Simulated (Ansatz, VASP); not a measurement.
## Two plane-wave programs on Ir

The input INCAR:

```
SYSTEM = Ir
ALGO = Normal ; EDIFF = 1E-6
ENCUT = 400 ; GGA = PE
GGA_COMPAT = .False. ; ISIF = 2
ISMEAR = -1 ; ISPIN = 2
LASPH = .True. ; LCHARG = .True.
LELF = .True. ; LMAXMIX = 4
LORBIT = 11 ; LREAL = .False.
LVHAR = .True. ; LWAVE = .False.
MAGMOM = 2.5 ; NBANDS = 14
NELM = 200 ; PREC = Accurate
SIGMA = 0.1
```

File KPOINTS:

```
k-points
0
Gamma
  1 1 1
  0 0 0
```

POSCAR

```
Ir
1.0
    9.0000000000      0.0000000000      0.0000000000
    0.0000000000      9.1000000000      0.0000000000
    0.0000000000      0.0000000000      9.2000000000
Ir
1
Direct
    0.5000000000      0.5000000000      0.5000000000
```

Input for Ansatz:

```yaml
crystal:
  lattice:
    - [9.0, 0, 0]
    - [0, 9.1, 0]
    - [0, 0, 9.2]
  atoms:
    - { symbol: Ir, position: [0.5, 0.5, 0.5], spin: 2.5 }
kpoints:
  mp_grid: { grid: [1, 1, 1], shift: [0, 0, 0] }
hamiltonian:
  xc: pbe
  pseudopotentials: { kind: paw }
magnetization:
  spin_polarized: true
scf:
  occupations: { method: fermi_dirac, width: 0.1 }
  lower_state_search: standard
  max_iter: 600
```

Alike in both runs: task single point; functional PBE; k mesh 1 × 1 × 1; occupations fermi-dirac, width 0.1 eV; collinear spin.

```csv
,VASP,Ansatz
version,VASP 6.6.1,Ansatz development build ahead of 0.2.0
potentials or method,"VASP PAW PBE potentials, release 64 (Ir)","PAW (an earlier, plane waves, scalar-relativistic"
plane-wave cutoff (eV),400,620
```

Ansatz gave:

```
net moment per atom (μB)                                      : 3.00
size of the moment on the site where the two differ most (μB) : 3.00
```

Problem. Which values does VASP return?

Solution. net moment per atom (μB): 3.00; size of the moment on the site where the two differ most (μB): 2.52.

Site moments also hang on the region over which each program counts them. Ansatz's warnings: reached outside group.

Spin-orbit coupling is off throughout.
